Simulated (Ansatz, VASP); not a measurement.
**AlCu3 in VASP and in Ansatz**

```xyz
4
Lattice="3.8860 -0.0999 0.0000 -0.0999 3.8860 0.0000 0.0000 0.0000 3.6318" Properties=species:S:1:pos:R:3 pbc="T T T"
Al    0.0000    0.0000    0.0000
Cu    1.8931    1.8931    0.0000
Cu    1.9430   -0.0499    1.8159
Cu   -0.0499    1.9430    1.8159
```

Change from the starting cell: engineering shear strain xy -0.0550, equal normal strain along x and y +0.0700.

Alike in both runs: task single point; functional PBEsol; k mesh 12 × 12 × 12; occupations gaussian, width 0.15 eV; no spin polarisation.

|  | VASP | Ansatz |
| --- | --- | --- |
| version | VASP 6.6.1 | Ansatz 0.2.0 |
| potentials or method | VASP PAW PBE potentials, release 64 (Al, Cu), cutoff 520 eV | scalar-relativistic, plane waves, PAW |
| valence electrons in the cell | 36 | 60 |

|  | VASP | Ansatz | Ansatz less VASP |
| --- | --- | --- | --- |
| gap on the k mesh at the Fermi level (eV) | none | none | - |
| pressure (GPa) | -14.0 | -14.6 | -0.60 |
| traceless stress, the component that is largest in VASP (GPa) | 2.07 | 2.04 | -0.026 |

VASP's potentials were made for PBE, not for PBEsol, and Ansatz warns of the same on its side. A gap of «none» marks a metal or a gap that the smearing closes. VASP's potentials hold 36 valence electrons a cell and Ansatz's 60, so a difference there can come from the potentials and not from the codes.
